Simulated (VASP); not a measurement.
Runs of VASP 6.6.1 on Ta. The structure is that of space group Im-3m (No. 229), or close to it. The cells are those of the table. 

```csv
cell,gap on the mesh (eV),pressure (GPa)
"a = 2.967 Å, angles 109.5°, 1 atom",none,(a)
"a = 2.754 Å, angles 109.5°, 1 atom",none,32.3
"a = 2.785 Å, angles 109.5°, 1 atom",none,22.3
"a = 2.903 Å, angles 109.5°, 1 atom",none,-5.4
```

Alike in all rows: task single point; level PBE; potentials or basis VASP PAW PBE potentials, release 64 (Ta_pv); k mesh 18 × 18 × 18; cutoff (eV) 520; smearing gaussian 0.1 eV.

Problem. Estimate the missing entries.

Solution. (a) -15.5.

Caveats: spin-orbit coupling is left out, which moves the levels of the heavy elements; the cell stands under tension (at least some runs); the cell stands under pressure (at least some runs).

A k mesh can miss the band edges, and the runs leave out spin-orbit coupling on Ta.

A gap of «none» marks levels without a gap at the run's occupations.
